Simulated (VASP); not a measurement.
Li32H31 (a cell with a defect): single point with PBEsol

System: Li32H31 (a cell with a defect).

```xyz
63
Lattice="7.9599 0.0000 0.0000 0.0000 7.9599 0.0000 0.0000 0.0000 7.9599" Properties=species:S:1:pos:R:3 pbc="T T T"
H     1.9939    0.0015    0.0008
H     1.9924    0.0041    3.9754
H     1.9951    3.9818    0.0001
H     5.9723    0.0016    7.9599
H     5.9730    0.0046    3.9764
H     5.9731    3.9816    0.0004
H     5.9736    3.9847    3.9800
H     0.0145    2.0018    7.9576
H     0.0371    2.0261    3.9837
H     0.0132    5.9633    7.9577
H     0.0414    5.9343    3.9783
H     3.9722    2.0002    7.9577
H     3.9428    2.0327    3.9812
H     3.9735    5.9604    7.9584
H     3.9510    5.9373    3.9757
H     0.0132    0.0010    1.9995
H     0.0130    0.0033    5.9592
H     0.0393    3.9854    2.0226
H     0.0415    3.9817    5.9303
H     3.9741    0.0035    1.9976
H     3.9717    0.0040    5.9574
H     3.9441    3.9803    2.0308
H     3.9472    3.9782    5.9347
H     1.9945    2.0275    2.0243
H     1.9913    2.0300    5.9320
H     1.9907    5.9340    2.0281
H     1.9919    5.9393    5.9342
H     5.9736    2.0036    1.9991
H     5.9736    2.0016    5.9613
H     5.9753    5.9619    1.9974
H     5.9743    5.9615    5.9584
Li    7.9512    0.0018    7.9586
Li    7.9305    0.0016    3.9794
Li    7.9288    3.9821    7.9590
Li    7.7795    3.9815    3.9785
Li    3.9942    0.0028    7.9577
Li    4.0161    0.0032    3.9800
Li    4.0170    3.9824    7.9599
Li    4.1651    3.9803    3.9796
Li    1.9929    1.9566    0.0017
Li    1.9927    1.8114    3.9796
Li    1.9917    6.0080    7.9596
Li    1.9894    6.1556    3.9774
Li    5.9716    1.9809    0.0000
Li    5.9739    1.9554    3.9784
Li    5.9743    5.9828    7.9595
Li    5.9746    6.0077    3.9779
Li    1.9913    0.0013    1.9549
Li    1.9923    0.0037    6.0055
Li    1.9937    3.9832    1.8083
Li    1.9894    3.9782    6.1527
Li    5.9731    0.0002    1.9776
Li    5.9739    0.0024    5.9794
Li    5.9738    3.9827    1.9552
Li    5.9717    3.9817    6.0035
Li    0.0064    1.9959    1.9936
Li    0.0082    1.9980    5.9622
Li    0.0092    5.9636    1.9945
Li    0.0104    5.9634    5.9619
Li    3.9760    1.9959    1.9960
Li    3.9756    1.9988    5.9629
Li    3.9774    5.9672    1.9959
Li    3.9770    5.9667    5.9640
```

- Program: VASP 6.6.1
- Task: single point
- Functional: PBEsol
- Potentials or basis: VASP PAW PBE potentials, release 64 (H, Li_sv)
- Cutoff: 650 eV
- k mesh: 1 × 1 × 1, shifted
- Occupations: fermi-dirac, width 0.05 eV
- Spin: no spin polarisation
- Dipole correction: no
- Charge: 1
- Further INCAR settings: LREAL = Auto; ALGO = Normal; EDIFF = 1e-06; NBANDS = 100; ISYM = -1; NELECT = 126.0

| Quantity | Value |
| --- | --- |
| Largest force | 0.028 eV/Å |

Forces on the atoms (eV/Å):
```
H   -0.003  0.002 -0.004
H    0.000 -0.005  0.008
H   -0.006  0.001  0.001
H    0.002  0.001 -0.003
H    0.001 -0.007  0.006
H    0.001  0.001 -0.003
H   -0.003 -0.007 -0.002
H   -0.003  0.003  0.004
H    0.003  0.006 -0.006
H   -0.003 -0.001  0.002
H    0.005 -0.008  0.001
H    0.005  0.001  0.005
H   -0.002 -0.002 -0.005
H   -0.003  0.003  0.004
H   -0.012  0.000  0.000
H    0.000  0.001  0.000
H   -0.003 -0.005  0.002
H   -0.001 -0.002  0.007
H    0.005  0.001 -0.006
H    0.000 -0.004  0.001
H    0.001 -0.003  0.001
H   -0.004  0.006 -0.002
H   -0.003  0.002 -0.003
H    0.002  0.001  0.003
H    0.002  0.005 -0.007
H    0.007 -0.005  0.003
H   -0.007 -0.009 -0.004
H   -0.003 -0.002  0.003
H   -0.003 -0.002 -0.003
H   -0.004  0.004  0.000
H   -0.001  0.001 -0.001
Li  -0.006  0.000 -0.002
Li   0.001  0.002 -0.002
Li   0.006 -0.004  0.002
Li   0.023  0.004  0.005
Li   0.007  0.000  0.004
Li  -0.010 -0.002 -0.003
Li  -0.013  0.000 -0.001
Li  -0.017  0.004 -0.004
Li   0.001  0.019 -0.003
Li   0.003  0.015  0.003
Li   0.008 -0.022 -0.002
Li   0.010 -0.023  0.003
Li  -0.001  0.005 -0.005
Li  -0.001  0.023  0.002
Li  -0.005 -0.003 -0.003
Li  -0.003 -0.019  0.005
Li   0.005  0.004  0.016
Li   0.003 -0.002 -0.021
Li   0.005  0.000  0.016
Li   0.008  0.007 -0.022
Li  -0.003  0.003  0.003
Li  -0.003  0.001 -0.002
Li  -0.004 -0.003  0.015
Li   0.003  0.001 -0.015
Li  -0.007 -0.012 -0.012
Li  -0.010 -0.015  0.016
Li  -0.013  0.017 -0.012
Li  -0.010  0.021  0.015
Li   0.010 -0.007 -0.015
Li   0.013 -0.012  0.017
Li   0.012  0.009 -0.012
Li   0.015  0.013  0.013
```

Levels at points of the mesh, in eV from the Fermi level:
```tsv
k point	band 59	band 60	band 61	band 62	band 63	band 64	band 65	band 66	band 67	band 68
(0.25, 0.25, 0.25)	-1.34	-1.33	-1.31	-1.26	-1.26	1.76	3.45	3.45	3.66	3.99
```

Run time: 2.8 min on 1 thread of Intel(R) Xeon(R) Platinum 8259CL CPU @ 2.50GHz (Skylake/Cascade Lake) (shared host), peak memory 0.66 GiB.

Caveat: the cell carries a net charge on a neutralising background, which shifts energy and pressure; the cell is charged against a uniform background, so pressure and absolute levels hang on convention; the PAW data sets were made with another functional, which shifts forces and pressure a little.
